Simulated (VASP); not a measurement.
A run of VASP 6.6.1 is set up as follows.

INCAR

```
SYSTEM = Ca
  PREC = Accurate
  ENCUT = 520
  EDIFF = 1E-6
  ISMEAR = -1
  SIGMA = 0.02
  LREAL = .False.
  LASPH = .True.
  NELM = 60
  ALGO = Fast
  ISIF = 2
  LWAVE = .False.
  LCHARG = .False.
  GGA = PE
  NBANDS = 11
```

KPOINTS

```
Automatic mesh
0
Gamma
  4 4 4
  0 0 0
```

The input POSCAR:

```
Ca
1.0
   -2.2400000000      2.2400000000      2.2400000000
    2.2400000000     -2.2400000000      2.2400000000
    2.2400000000      2.2400000000     -2.2400000000
Ca
1
Direct
    0.0000000000      0.0000000000      0.0000000000
```

Potentials or basis: VASP PAW PBE potentials, release 64 (Ca_sv).

The run is started by

```console
$ cat potpaw_PBE.64/Ca_sv/POTCAR > POTCAR
$ mpirun -np 1 vasp_std > vasp.out
```

**Question.** Predict the pressure.

**Answer.** -0.8 GPa.

**Question.** Estimate the band gap on the k mesh.

**Answer.** Zero (band 5 reaches 2.09 eV, above the bottom of band 6 at 1.68 eV).

Caveat: the k points lie up to 0.50 Å⁻¹ apart.
